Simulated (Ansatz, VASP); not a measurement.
## Two plane-wave programs on CuSn3

```
Sn Cu
1.0
    -2.19418    2.19418    4.77127
     2.19418   -2.19418    4.77127
     2.19418    2.19418   -4.77127
Sn Cu
3 1
Direct
  0.50000 0.50000 0.00000
  0.25000 0.75000 0.50000
  0.75000 0.25000 0.50000
  0.00000 0.00000 0.00000
```

Alike in both runs: task single point; functional PBEsol; k mesh 8 × 8 × 8; occupations fermi-dirac, width 0.05 eV; no spin polarisation.

```csv
,VASP,Ansatz
version,VASP 6.6.1,Ansatz 0.2.0
potentials or method,"VASP PAW PBE potentials, release 64 (Sn_d, Cu)",Ansatz PAW
plane-wave cutoff (eV),520,420
valence electrons in the cell,53,61
```

Ansatz gave:

- gap on the k mesh at the Fermi level (eV): none
- pressure (GPa): -1.0
- traceless stress, the component that is largest in VASP (GPa): -0.10

Problem. Which values does VASP return?

Solution. gap on the k mesh at the Fermi level (eV): none; pressure (GPa): -1.0; traceless stress, the component that is largest in VASP (GPa): -0.09.

VASP's potentials were made for PBE, not for PBEsol. A gap of «none» marks a metal or a gap that the smearing closes. VASP's potentials hold 53 valence electrons a cell and Ansatz's 61, so a difference there can come from the potentials and not from the codes.
